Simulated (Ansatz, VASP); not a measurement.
## Na3HfZr in VASP and in Ansatz

INCAR

```
  ALGO = Normal
  EDIFF = 1E-6
  EDIFFG = -0.04
  ENCUT = 600
  GGA = PE
  IBRION = 2
  ISIF = 3
  ISMEAR = 0
  LASPH = True
  LCHARG = False
  LREAL = False
  LWAVE = False
  NELM = 100
  NSW = 90
  PREC = Accurate
  SIGMA = 0.1
```

File KPOINTS:

```
k-points
0
Gamma
  4 4 4
```

POSCAR

```
Na3HfZr
1.0
    4.5282163415      0.0000000000      0.0000000000
    0.0000000000      4.5282163415      0.0000000000
    0.0000000000      0.0000000000      4.5282163415
Na Zr Hf
3 1 1
Direct
    0.0000000000      0.5000000000      0.5000000000
    0.5000000000      0.0000000000      0.5000000000
    0.5000000000      0.5000000000      0.0000000000
    0.5000000000      0.5000000000      0.5000000000
    0.0000000000      0.0000000000      0.0000000000
```

Input for Ansatz:

```yaml
crystal:
  lattice:
    - [4.5282163415, 0.0, 0.0]
    - [0.0, 4.5282163415, 0.0]
    - [0.0, 0.0, 4.5282163415]
  atoms:
    - { symbol: Na, position: [0.0, 0.5, 0.5] }
    - { symbol: Na, position: [0.5, 0.0, 0.5] }
    - { symbol: Na, position: [0.5, 0.5, 0.0] }
    - { symbol: Zr, position: [0.5, 0.5, 0.5] }
    - { symbol: Hf, position: [0.0, 0.0, 0.0] }
basis:
  ecutwfc: 420
kpoints:
  mp_grid: { grid: [4, 4, 4] }
hamiltonian:
  xc: pbe
scf:
  occupations: { method: gaussian, width: 0.1 }
  lower_state_search: "off"
output:
  forces: true
  stress: true
  eigenvalues: true
relax:
  adjacent_minimum: "off"
  f_tol: 0.04
  max_steps: 70
  cell: { stress_tol: 0.4 }
```

Alike in both runs: task relaxation of cell and atoms; functional PBE; k mesh 4 × 4 × 4; occupations gaussian, width 0.1 eV; no spin polarisation.

```csv
,VASP,Ansatz
version,VASP 6.6.1,Ansatz 0.2.0
potentials or method,"VASP PAW PBE potentials, release 64 (Na_pv, Zr_sv, Hf_pv), cutoff 600 eV","scalar-relativistic, plane waves, PAW"
valence electrons in the cell,43,65
```

|  | VASP | Ansatz | Ansatz less VASP |
| --- | --- | --- | --- |
| gap on the k mesh at the Fermi level, each at its own relaxed structure (eV) | none | none | - |
| relaxed volume (Å³/atom) | 31.03 | 31.01 | -0.014 |
| relaxed cell length with the largest relative difference (Å) | 5.373 | 5.373 | -0.0008 |

A gap of «none» marks a metal or a gap that the smearing closes. VASP's potentials hold 43 valence electrons a cell and Ansatz's 65, so a difference there can come from the potentials and not from the codes.

Spin-orbit coupling is off throughout. Noted on VASP's run: the volume moved by over 15 % at a fixed basis, so the end points are rough.
